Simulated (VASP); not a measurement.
The system is SiC.

```
Si C
1.0
     3.09812    0.00000    0.00000
    -1.54906    2.68305    0.00000
     0.00000    0.00000    4.93272
Si C
2 2
Direct
  0.33333 0.66667 0.25000
  0.66667 0.33333 0.75000
  0.66667 0.33333 0.25000
  0.33333 0.66667 0.75000
```

This cell differs from its parent crystal: biaxial xy strain -1.2%.

Base run:

```yaml
Program: VASP 6.6.1
Functional: r2SCAN
Potentials_or_basis: VASP PAW PBE potentials, release 64 (Si, C)
Cutoff: 520 eV
k_mesh: 12 × 12 × 6
Occupations: fermi-dirac, width 0.02 eV
Spin: no spin polarisation
```

Its results: band gap on the k mesh 0.38 eV, indirect (least direct gap 2.45 eV); pressure 7.5 GPa.

The run is repeated on the same cell with these changes: functional from r2SCAN to PBE. What comes out?

Band gap on the k mesh 0.11 eV, indirect (least direct gap 2.08 eV); pressure 11.5 GPa.

r2SCAN gives the wider gap, since meta-GGAs in the generalised Kohn-Sham scheme recover part of the derivative discontinuity.

Caveats: the PAW data sets were made with another functional, which shifts forces and pressure a little (some runs).

A k mesh can miss the band edges.
